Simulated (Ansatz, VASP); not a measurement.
Os in VASP and in Ansatz

Contents of POSCAR:

```
Os
1.0
    4.8565177879      0.0000000000      0.0000000000
    0.0000000000      4.8565177879      0.0000000000
    0.0000000000      0.0000000000      4.8565177879
Os
8
Direct
    0.5000000000      0.5000000000      0.5000000000
    0.0000000000      0.0000000000      0.0000000000
    0.2500000000      0.0000000000      0.5000000000
    0.5000000000      0.2500000000      0.0000000000
    0.5000000000      0.7500000000      0.0000000000
    0.7500000000      0.0000000000      0.5000000000
    0.0000000000      0.5000000000      0.7500000000
    0.0000000000      0.5000000000      0.2500000000
```

INCAR.step1

```
SYSTEM = Os
PREC     = Accurate       ! precision mode
ENCUT    = 520            ! plane-wave cutoff, eV
ISMEAR   = 0              ! smearing method
SIGMA    = 0.1            ! smearing width, eV
LREAL    = .False.        ! projectors in reciprocal space
LASPH    = .True.         ! aspherical terms in the spheres
NELM     = 60             ! most SCF steps
NBANDS   = 42             ! bands
GGA      = PE             ! functional
ALGO     = Normal         ! electronic algorithm
EDIFF    = 1E-4           ! SCF threshold, eV
LWAVE    = .True.         ! write WAVECAR
LCHARG   = .False.        ! write CHGCAR
```

The input INCAR.step2:

```
SYSTEM = Os
PREC     = Accurate       ! precision mode
ENCUT    = 520            ! plane-wave cutoff, eV
EDIFF    = 1E-6           ! SCF threshold, eV
ISMEAR   = 0              ! smearing method
SIGMA    = 0.1            ! smearing width, eV
LREAL    = .False.        ! projectors in reciprocal space
LASPH    = .True.         ! aspherical terms in the spheres
NELM     = 60             ! most SCF steps
ALGO     = Normal         ! electronic algorithm
ISIF     = 2              ! what is computed and relaxed
LWAVE    = .False.        ! write WAVECAR
LCHARG   = .True.         ! write CHGCAR
METAGGA  = R2SCAN         ! meta-GGA
LMIXTAU  = .True.       
LELF     = .True.         ! ELF
LVHAR    = .True.       
NBANDS   = 42             ! bands
ISTART   = 1
```

KPOINTS

```
Automatic mesh
0
Gamma
  4 4 4
  0 0 0
```

Input for Ansatz:

```yaml
crystal:
  lattice:
    - [4.8565177879, 0.0, 0.0]
    - [0.0, 4.8565177879, 0.0]
    - [0.0, 0.0, 4.8565177879]
  atoms:
    - { symbol: Os, position: [0.5, 0.5, 0.5] }
    - { symbol: Os, position: [0.0, 0.0, 0.0] }
    - { symbol: Os, position: [0.25, 0.0, 0.5] }
    - { symbol: Os, position: [0.5, 0.25, 0.0] }
    - { symbol: Os, position: [0.5, 0.75, 0.0] }
    - { symbol: Os, position: [0.75, 0.0, 0.5] }
    - { symbol: Os, position: [0.0, 0.5, 0.75] }
    - { symbol: Os, position: [0.0, 0.5, 0.25] }
basis:
  ecutwfc: 500
kpoints:
  mp_grid: { grid: [4, 4, 4] }
hamiltonian:
  xc: r2scan
scf:
  occupations: { method: gaussian, width: 0.1 }
  lower_state_search: "off"
output:
  forces: true
  stress: true
  eigenvalues: true
```

Alike in both runs: task single point; functional r2SCAN; k mesh 4 × 4 × 4; occupations gaussian, width 0.1 eV; no spin polarisation.

```csv
,VASP,Ansatz
version,VASP 6.6.1,Ansatz 0.2.0
potentials or method,"VASP PAW PBE potentials, release 64 (Os), cutoff 520 eV","scalar-relativistic, plane waves, PAW"
valence electrons in the cell,64,128
```

Ansatz gave:

| Property | Result |
| --- | --- |
| gap on the k mesh at the Fermi level (eV) | none |
| pressure (GPa) | 3.5 |

Q: What did VASP give for the same quantities?

A: gap on the k mesh at the Fermi level (eV): none; pressure (GPa): 4.8.

VASP's potentials were made for PBE, not for r2SCAN. A gap of «none» marks a metal or a gap that the smearing closes. VASP's potentials hold 64 valence electrons a cell and Ansatz's 128, so a difference there can come from the potentials and not from the codes.

Spin-orbit coupling is off throughout.
